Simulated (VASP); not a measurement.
Set up this calculation in VASP 6.6.1, as the native input.

| Property | Result |
| --- | --- |
| Task | single point |
| Functional | PBE |
| Potentials or basis | VASP PAW PBE potentials, release 64 (W_sv, S) |
| Cutoff | 520 eV |
| k mesh | 10 × 10 × 3 |
| Occupations | fermi-dirac, width 0.05 eV |
| Spin | no spin polarisation |
| Dipole correction | no |
| Further INCAR settings | ALGO = Normal; EDIFF = 1e-06; NBANDS = 35 |

The structure of WS2 (Tungstenite) lies in POSCAR:

```
WS2
1.0
    3.1150838257      0.0000000000      0.0000000000
   -1.5575419129      2.6977417280      0.0000000000
    0.0000000000      0.0000000000     12.2448263589
W S
2 4
Direct
    0.6666666667      0.3333333333      0.7500000000
    0.3333333333      0.6666666667      0.2500000000
    0.6666666667      0.3333333333      0.3750000000
    0.3333333333      0.6666666667      0.8750000000
    0.6666666667      0.3333333333      0.1250000000
    0.3333333333      0.6666666667      0.6250000000
```

One way to write it, as run:

INCAR

```
SYSTEM = WS2
ALGO     = Normal         ! electronic algorithm
EDIFF    = 1E-6           ! SCF threshold, eV
ENCUT    = 520            ! plane-wave cutoff, eV
GGA      = PE             ! functional
ISIF     = 2              ! what is computed and relaxed
ISMEAR   = -1             ! smearing method
LASPH    = .True.         ! aspherical terms in the spheres
LCHARG   = .False.        ! write CHGCAR
LREAL    = .False.        ! projectors in reciprocal space
LWAVE    = .False.        ! write WAVECAR
NBANDS   = 35             ! bands
NELM     = 100            ! most SCF steps
PREC     = Accurate       ! precision mode
SIGMA    = 0.05           ! smearing width, eV
```

KPOINTS

```
k-points
0
Gamma
  10 10 3
  0 0 0
```

Potentials or basis: VASP PAW PBE potentials, release 64 (W_sv, S).

Command:

```console
$ cat potpaw_PBE.64/W_sv/POTCAR potpaw_PBE.64/S/POTCAR > POTCAR
$ mpirun -np 1 vasp_std > vasp.out
```

It gave:

```
Pressure               : 13.8 GPa
Largest force          : 1.320 eV/Å
Band gap on the k mesh : 1.07 eV, indirect (least direct gap 2.26 eV)
```

Caveat: spin-orbit coupling is left out, which moves the levels of the heavy elements; this functional lacks dispersion, which binds the layers, so the pressure and a relaxed spacing across them are unreliable; forces of over 1 eV/Å act on the atoms, so gaps and moduli don't describe the material at rest.

Run time: 3.8 min on 1 thread of AMD EPYC 7R43 64-Core Processor (Zen 3), with other jobs on the host, peak memory 0.22 GiB.
